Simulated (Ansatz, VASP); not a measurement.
**Ga2O3: VASP beside Ansatz**

```
Ga O
1.0
     6.12741   -1.51956   -0.00261
     6.12741    1.51956   -0.00261
    -1.38364    0.00000    5.64108
Ga O
4 6
Direct
  0.34126 0.34126 0.68555
  0.65874 0.65874 0.31445
  0.90949 0.90949 0.20523
  0.09051 0.09051 0.79477
  0.50370 0.50370 0.74375
  0.49630 0.49630 0.25625
  0.82666 0.82666 0.43647
  0.17334 0.17334 0.56353
  0.16421 0.16421 0.10913
  0.83579 0.83579 0.89087
```

Alike in both runs: task single point; functional PBE; k mesh 8 × 8 × 4; occupations fermi-dirac, width 0.02 eV; no spin polarisation.

|  | VASP | Ansatz |
| --- | --- | --- |
| version | VASP 6.6.1 | Ansatz 0.2.0 |
| potentials or method | VASP PAW PBE potentials, release 64 (Ga_d, O) | plane waves, PAW |
| plane-wave cutoff (eV) | 520 | 420 |
| valence electrons in the cell | 88 | 88 |

Ansatz gave:

* gap on the k mesh at the Fermi level (eV): 2.38
* pressure (GPa): 8.3
* traceless stress, the component that is largest in VASP (GPa): 0.56
* rms of the force components (eV/Å): 0.062

Question: Estimate VASP's values.

Answer: gap on the k mesh at the Fermi level (eV): 2.36; pressure (GPa): 8.9; traceless stress, the component that is largest in VASP (GPa): 0.66; rms of the force components (eV/Å): 0.067.

Atom by atom the forces differ by 0.010 eV/Å (rms over components).
